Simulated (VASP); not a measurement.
# As (Im-3m) in VASP: notebook

Runs on As. Level: revPBE. Tasks: single point, relaxation of cell and atoms.

All numbers are computed with VASP 6.6.1; they aren't measurements. Logs are shortened: lines on timing, memory, paths and dates and some standing lists are left out, and cuts for length are marked.

### Step 1. The cell of the first run

It takes space group Im-3m (No. 229, cubic). Conventional cell: a = 3.511 Å, b = 3.511 Å, c = 3.511 Å, α = 90.00°, β = 90.00°, γ = 90.00°. Within 4.0 Å of As (site symmetry m-3m) lie 14 As at 3.04 to 3.51 Å.

### Step 2. Single point, revPBE (volume scaled by 1.12)

Contents of INCAR:

```
SYSTEM = As
  ALGO = Normal
  EDIFF = 1E-7
  ENCUT = 520
  GGA = RE
  ISIF = 2
  ISMEAR = -1
  LASPH = .TRUE.
  LCHARG = .FALSE.
  LREAL = .FALSE.
  LWAVE = .FALSE.
  NBANDS = 8
  NELM = 100
  PREC = Accurate
  SIGMA = 0.1
```

Contents of KPOINTS:

```
k-points
0
G
  15 15 15
  0 0 0
```

Contents of POSCAR:

```
As
1.0
   -1.7552976777      1.7552976777      1.7552976777
    1.7552976777     -1.7552976777      1.7552976777
    1.7552976777      1.7552976777     -1.7552976777
As
1
Direct
    0.0000000000      0.0000000000      0.0000000000
```

Potentials or basis: VASP PAW PBE potentials, release 64 (As).

Command:

```
cat potpaw_PBE.64/As/POTCAR > POTCAR
mpirun -np 1 vasp_std > vasp.out
```

OUTCAR:

```text
SYSTEM = As
   EDIFF = 1E-7
   ENCUT = 520
   GGA = RE
   ISIF = 2
   ISMEAR = -1
   LASPH = .TRUE.
   LREAL = .FALSE.
   NELM = 100
   PREC = Accurate

 ion  position               nearest neighbor table
   1  0.000  0.000  0.000-

  LATTYP: Found a body centered cubic cell.
 ALAT       =     3.5105953554

  Lattice vectors:

 A1 = (  -1.7552976777,   1.7552976777,   1.7552976777)
 A2 = (   1.7552976777,  -1.7552976777,   1.7552976777)
 A3 = (   1.7552976777,   1.7552976777,  -1.7552976777)

Analysis of symmetry for initial positions (statically):
=====================================================================
 Subroutine PRICEL returns:
 Original cell was already a primitive cell.

 Routine SETGRP: Setting up the symmetry group for a
 body centered cubic supercell.

 Subroutine GETGRP returns: Found 48 space group operations
 (whereof 48 operations were pure point group operations)
 out of a pool of 48 trial point group operations.

The static configuration has the point symmetry O_h .

Analysis of symmetry for dynamics (positions and initial velocities):
=====================================================================
 Subroutine PRICEL returns:
 Original cell was already a primitive cell.

 Routine SETGRP: Setting up the symmetry group for a
 body centered cubic supercell.

 Subroutine GETGRP returns: Found 48 space group operations
 (whereof 48 operations were pure point group operations)
 out of a pool of 48 trial point group operations.

The dynamic configuration has the point symmetry O_h .

 Subroutine INISYM returns: Found 48 space group operations
 (whereof 48 operations are pure point group operations),
 and found     1 'primitive' translations

----------------------------------------------------------------------------------------

                                     Primitive cell

  volume of cell :      21.6328

  direct lattice vectors                    reciprocal lattice vectors
    -1.755297678  1.755297678  1.755297678     0.000000000  0.284851969  0.284851969
     1.755297678 -1.755297678  1.755297678     0.284851969  0.000000000  0.284851969
     1.755297678  1.755297678 -1.755297678     0.284851969  0.284851969  0.000000000

  length of vectors
     3.040264760  3.040264760  3.040264760     0.402841518  0.402841518  0.402841518

  position of ions in fractional coordinates (direct lattice)
     0.000000000  0.000000000  0.000000000

  ion indices of the primitive-cell ions
   primitive index   ion index
                 1           1

----------------------------------------------------------------------------------------

 KPOINTS: k-points

Automatic generation of k-mesh.
 Grid dimensions read from file:
 generate k-points for:   15   15   15

 Generating k-lattice:

  Cartesian coordinates                     Fractional coordinates (reciprocal lattice)
     0.000000000  0.018990131  0.018990131     0.066666667  0.000000000  0.000000000
     0.018990131  0.000000000  0.018990131     0.000000000  0.066666667  0.000000000
     0.018990131  0.018990131  0.000000000     0.000000000  0.000000000  0.066666667

  Length of vectors
     0.026856101  0.026856101  0.026856101

  Shift w.r.t. Gamma in fractional coordinates (k-lattice)
     0.000000000  0.000000000  0.000000000

 Subroutine IBZKPT returns following result:
 ===========================================

 Found    120 irreducible k-points:

 Following reciprocal coordinates:
            Coordinates               Weight
  0.000000  0.000000  0.000000      1.000000
  0.066667  0.000000  0.000000     12.000000
  0.133333  0.000000  0.000000     12.000000
  0.200000  0.000000  0.000000     12.000000
  0.266667  0.000000  0.000000     12.000000
  0.333333  0.000000  0.000000     12.000000
[... 16 lines left out ...]
  0.333333  0.200000  0.000000     48.000000
  0.400000  0.200000  0.000000     24.000000
 [... further k-points ...]
   k-points           NKPTS =    120   k-points in BZ     NKDIM =    120   number of bands    NBANDS=      8
   number of dos      NEDOS =    301   number of ions     NIONS =      1
   total plane-waves  NPLWV =  13824
   dimension x,y,z NGX =    24 NGY =   24 NGZ =   24
   dimension x,y,z NGXF=    48 NGYF=   48 NGZF=   48
   ions per type =               1
   NGX,Y,Z   is equivalent  to a cutoff of  13.12, 13.12, 13.12 a.u.
   NGXF,Y,Z  is equivalent  to a cutoff of  26.25, 26.25, 26.25 a.u.
 SYSTEM =  As
   PREC   = accura    normal or accurate (medium, high low for compatibility)
   ISTART =      0    job   : 0-new  1-cont  2-samecut
   ICHARG =      2    charge: 1-file 2-atom 10-const
   ISPIN  =      1    spin polarized calculation?
   LNONCOLLINEAR =      F non collinear calculations
   LSORBIT =      F    spin-orbit coupling
   LASPH  =      T    aspherical Exc in radial PAW
   ENCUT  =  520.0 eV  38.22 Ry    6.18 a.u.   5.65  5.65  5.65*2*pi/ulx,y,z
   NELM   =    100;   NELMIN=  2; NELMDL= -5     # of ELM steps
   EDIFF  = 0.1E-06   stopping-criterion for ELM
   LREAL  =      F    real-space projection
   EDIFFG = 0.1E-05   stopping-criterion for IOM
   NSW    =      0    number of steps for IOM
   IBRION =     -1    ionic relax: 0-MD 1-quasi-New 2-CG
   NFREE  =      0    steps in history (QN), initial steepest desc. (CG)
   ISIF   =      2    stress and relaxation
   ISYM   =      2    0-nonsym 1-usesym 2-fastsym
   POTIM  = 0.5000    time-step for ionic-motion
   TEBEG  =    0.0;   TEEND  =   0.0 temperature during run
   PSTRESS=    0.0 pullay stress
   NELECT =       5.0000    total number of electrons
   NUPDOWN=      -1.0000    fix difference up-down
   EMIN   =  10.00;   EMAX   =-10.00  energy-range for DOS
   EFERMI =   0.00;   METHOD = LEGACY
   ISMEAR =    -1;   SIGMA  =   0.10  broadening in eV -4-tet -1-fermi 0-gaus
   EFERMI_NEDOS =   21; number of points for ismear=-14 and -15
   IALGO  =     38    algorithm
   IMIX   =      4    mixing-type and parameters
     AMIX     =   0.40;   BMIX     =  1.00
     AMIX_MAG =   1.60;   BMIX_MAG =  1.00
  volume/ion in A,a.u.               =      21.63       145.99
  Fermi-wavevector in a.u.,A,eV,Ry     =   1.004679  1.898568 13.733451  1.009380
  Thomas-Fermi vector in A             =   2.137310
   LORBIT       =      0    0 simple, 1 ext, 2 COOP (PROOUT), +10 PAW based schemes
   GGA     = RE    functional components
   LHFCALC =     F    Hartree Fock is set to
   AEXX    =    0.0000 exact exchange contribution
   IVDW    =     0    specifies the selected vdW correction
   LEPSILON=     F    determine dielectric tensor
   LRPA    =     F    only Hartree local field effects (RPA)
 non-spin polarized calculation
  energy-cutoff  :      520.00
  volume of cell :       21.63
 maximum number of plane-waves:       603
   NGX = 11   NGY = 11   NGZ = 11

 number of electron       5.0000000 magnetization

 Free energy of the ion-electron system (eV)
  ---------------------------------------------------
  ext. energy  EPLUGINS =         0.00000000
  ---------------------------------------------------
  free energy    TOTEN  =        -3.84834316 eV

  energy without entropy =       -3.82618495  energy(sigma->0) =       -3.83726406

 E-fermi :   5.1344     XC(G=0): -10.1885

 val. band max:        5.1094316744   @ k =  -0.4667   0.4667   0.2000
 cond. band min:       5.1527519044   @ k =  -0.2667   0.4000   0.0667
 fundamental gap:      0.0433202300
 Fermi energy:         5.1343995516

 k-point     1 :       0.0000    0.0000    0.0000
  band No.  band energies     occupation
      1      -8.8296      2.00000
      2      10.1003      0.00000
      3      10.1003      0.00000
      4      10.1003      0.00000
      5      17.6062      0.00000
      6      17.6062      0.00000
      7      17.6062      0.00000
      8      17.6259      0.00000

 k-point     2 :       0.0667    0.0000    0.0000
  band No.  band energies     occupation
      1      -8.7323      2.00000
      2       9.4360      0.00000
      3       9.8567      0.00000
      4      10.0513      0.00000
      5      17.1563      0.00000
      6      17.2034      0.00000
      7      18.0401      0.00000
      8      18.2297      0.00000

 k-point     3 :       0.1333    0.0000    0.0000
  band No.  band energies     occupation
      1      -8.4419      2.00000
      2       7.8802      0.00000
      3       9.2670      0.00000
      4       9.9109      0.00000
      5      16.0585      0.00000
      6      16.2809      0.00000
      7      19.0264      0.00000
      8      19.1999      0.00000

 k-point     4 :       0.2000    0.0000    0.0000
  band No.  band energies     occupation
      1      -7.9646      2.00000
      2       5.9948      0.00037
      3       8.5665      0.00000
      4       9.7008      0.00000
      5      14.8657      0.00000
      6      15.4087      0.00000
      7      19.2883      0.00000
      8      19.4365      0.00000

 k-point     5 :       0.2667    0.0000    0.0000
  band No.  band energies     occupation
      1      -7.3143      2.00000
      2       4.0661      1.99995
      3       7.9090      0.00000
      4       9.4582      0.00000
      5      13.8934      0.00000
      6      14.6676      0.00000
      7      19.5491      0.00000
      8      20.0656      0.00000
[... 177 lines left out ...]
 k-point    22 :       0.2667    0.2000   -0.0000
  band No.  band energies     occupation
      1      -5.5590      2.00000
      2       1.7039      2.00000
      3       4.4552      1.99776
      4       8.0687      0.00000
      5      14.3532      0.00000
      6      16.3564      0.00000
      7      19.7789      0.00000
      8      21.5369      0.00000

 k-point    23 :       0.3333    0.2000    0.0000
  band No.  band energies     occupation
      1      -4.8331      2.00000
      2       0.6742      2.00000
      3       3.9304      1.99999
      4       7.8776      0.00000
      5      14.1907      0.00000
      6      16.7944      0.00000
      7      19.8565      0.00000
      8      21.3608      0.00000

 k-point    24 :       0.4000    0.2000    0.0000
  band No.  band energies     occupation
      1      -4.5011      2.00000
      2       0.2260      2.00000
      3       3.7662      2.00000
      4       7.8118      0.00000
      5      14.1272      0.00000
      6      16.9974      0.00000
      7      20.1766      0.00000
      8      20.6946      0.00000

 [... further k-points ...]

------------------------ aborting loop because EDIFF is reached ----------------------------------------

  FORCE on cell =-STRESS in cart. coord.  units (eV):
  Direction    XX          YY          ZZ          XY          YZ          ZX
  --------------------------------------------------------------------------------------
  -------------------------------------------------------------------------------------
  Total       -0.9159628     -0.9159628     -0.9159628      0.0000000      0.0000000      0.0000000
  in kB      -67.8384740    -67.8384740    -67.8384740      0.0000000      0.0000000      0.0000000
  external PRESSURE =     -67.8384740 kB  Pullay stress =       0.0000000 kB

 VOLUME and BASIS-vectors are now :
 -----------------------------------------------------------------------------
  energy-cutoff  :      520.00
  volume of cell :       21.63
      direct lattice vectors                 reciprocal lattice vectors
    -1.755297678  1.755297678  1.755297678     0.000000000  0.284851969  0.284851969
     1.755297678 -1.755297678  1.755297678     0.284851969  0.000000000  0.284851969
     1.755297678  1.755297678 -1.755297678     0.284851969  0.284851969  0.000000000

 POSITION                                       TOTAL-FORCE (eV/Angst)
 -----------------------------------------------------------------------------------
      0.00000      0.00000      0.00000         0.000000      0.000000     -0.000000
 -----------------------------------------------------------------------------------
    total drift:                                0.000000     -0.000000     -0.000000

  FREE ENERGIE OF THE ION-ELECTRON SYSTEM (eV)
  ---------------------------------------------------
  free  energy   TOTEN  =        -3.8483431612 eV

  energy  without entropy=       -3.8261849519  energy(sigma->0) =       -3.83726406
```

It used 11 s of CPU time on 1 thread of Intel Xeon 6975P-C (shared host).

Results:

```yaml
Free_energy: -3.8483 eV
Pressure: -6.8 GPa
```

Levels at points of the mesh, in eV from the Fermi level:
| k point | band 1 | band 2 | band 3 | band 4 | band 5 | band 6 | band 7 |
| --- | --- | --- | --- | --- | --- | --- | --- |
| (0.00, 0.00, 0.00) | -13.96 | 4.97 | 4.97 | 4.97 | 12.47 | 12.47 | 12.47 |

Caveat: the cell differs from its parent crystal (volume scaled by 1.12); the PAW data sets were made with another functional, which shifts forces and pressure a little.

### Step 3. Relaxation of cell and atoms, revPBE

This run uses another cell than the first one, of 18.30 Å³/atom, 0.846 times its volume.

Contents of INCAR:

```
PREC = Accurate ; ENCUT = 600
EDIFF = 1E-6 ; ISMEAR = -1
SIGMA = 0.1 ; LREAL = False
LASPH = True ; NELM = 100
ALGO = Normal ; ISIF = 3
LWAVE = False ; LCHARG = False
GGA = RE ; IBRION = 2
NSW = 80 ; EDIFFG = -0.01
```

Contents of KPOINTS:

```
Automatic mesh
0
Gamma
  13 13 13
```

Contents of POSCAR:

```
As
1.0
   -1.6601131187      1.6601131187      1.6601131187
    1.6601131187     -1.6601131187      1.6601131187
    1.6601131187      1.6601131187     -1.6601131187
As
1
Direct
    0.0000000000      0.0000000000      0.0000000000
```

Potentials or basis: VASP PAW PBE potentials, release 64 (As).

Command:

```
cat potpaw_PBE.64/As/POTCAR > POTCAR
mpirun -np 1 vasp_std > vasp.out
```

It used 11 s of CPU time on 1 thread of Intel Xeon 6975P-C, on a shared host.

The run converged. Its results:

* Free energy: -3.9052 eV
* Relaxed volume: 19.32 Å³/atom
* Relaxed cell: a = 2.928 Å, b = 2.928 Å, c = 2.928 Å, α = 109.47°, β = 109.47°, γ = 109.47°
* Space group after relaxing (to 0.05 Å): Im-3m (No. 229)
* Energy gained by relaxing: 14.1 meV/atom
* Ionic steps: 3
* Pressure after relaxing: 0.0 GPa

Step by step:
```csv
step,energy change (eV),largest force (eV/Å),pressure (GPa),volume (Å³)
1,0.0000,0.0000,4.63,18.30
2,-0.0121,0.0000,-1.55,19.74
3,-0.0141,0.0000,-0.01,19.32
```

Final structure:
```
As
1.0
    -1.69041    1.69041    1.69041
     1.69041   -1.69041    1.69041
     1.69041    1.69041   -1.69041
As
1
Cartesian
  0.0000 0.0000 0.0000
```

Levels at points of the mesh, in eV from the Fermi level:
```tsv
k point	band 1	band 2	band 3	band 4	band 5	band 6
(0.00, 0.00, 0.00)	-14.84	5.89	5.89	5.89	13.02	13.02
```

Caveat: the PAW data sets were made with another functional, which shifts forces and pressure a little.

### Step 4. Single point, revPBE

This run uses another cell than the first one, of 19.31 Å³/atom, 0.893 times its volume.

Contents of INCAR:

```
SYSTEM = As
  PREC = Accurate
  ENCUT = 520
  EDIFF = 1E-6
  ISMEAR = -1
  SIGMA = 0.1
  LREAL = .FALSE.
  LASPH = .TRUE.
  NELM = 60
  ALGO = Normal
  ISIF = 2
  LWAVE = .FALSE.
  LCHARG = .FALSE.
  GGA = RE
  NBANDS = 8
```

Contents of KPOINTS:

```
regular mesh
0
G
  21 21 21
  0 0 0
```

Contents of POSCAR:

```
As
1.0
   -1.6902259716      1.6902259716      1.6902259716
    1.6902259716     -1.6902259716      1.6902259716
    1.6902259716      1.6902259716     -1.6902259716
As
1
Direct
    0.0000000000      0.0000000000      0.0000000000
```

Command:

```
cat potpaw_PBE.64/As/POTCAR > POTCAR
mpirun -np 1 vasp_std > vasp.out
```

It used 18 s of CPU time on 1 thread of Intel Xeon 6975P-C, with other jobs on the host.

The run converged. Its results:

```yaml
Free_energy: -3.9057 eV
Pressure: 0.0 GPa
```

Levels at points of the mesh, in eV from the Fermi level:
| k point | band 1 | band 2 | band 3 | band 4 | band 5 | band 6 |
| --- | --- | --- | --- | --- | --- | --- |
| (0.00, 0.00, 0.00) | -14.90 | 5.83 | 5.83 | 5.83 | 12.97 | 12.97 |

Caveat: the PAW data sets were made with another functional, which shifts forces and pressure a little.

### Step 5. Summary

| task | cell | k mesh | cutoff (eV) | gap on the mesh (eV) | pressure (GPa) |
| --- | --- | --- | --- | --- | --- |
| single point | a = 3.040 Å, angles 109.5°, 1 atom | 15 × 15 × 15 | 520 | none | -6.8 |
| relaxation of cell and atoms | relaxed from a = 2.875 Å, angles 109.5°, 1 atom | 13 × 13 × 13 | 600 | none | 0.0 |
| single point | a = 2.928 Å, angles 109.5°, 1 atom | 21 × 21 × 21 | 520 | none | 0.0 |

Alike in all rows: level revPBE; potentials or basis VASP PAW PBE potentials, release 64 (As); no spin polarisation; smearing fermi-dirac 0.1 eV.

Caveats: the PAW data sets were made with another functional, which shifts forces and pressure a little.

Total energies depend on the potentials used, so only differences within one code and one set of settings carry meaning.
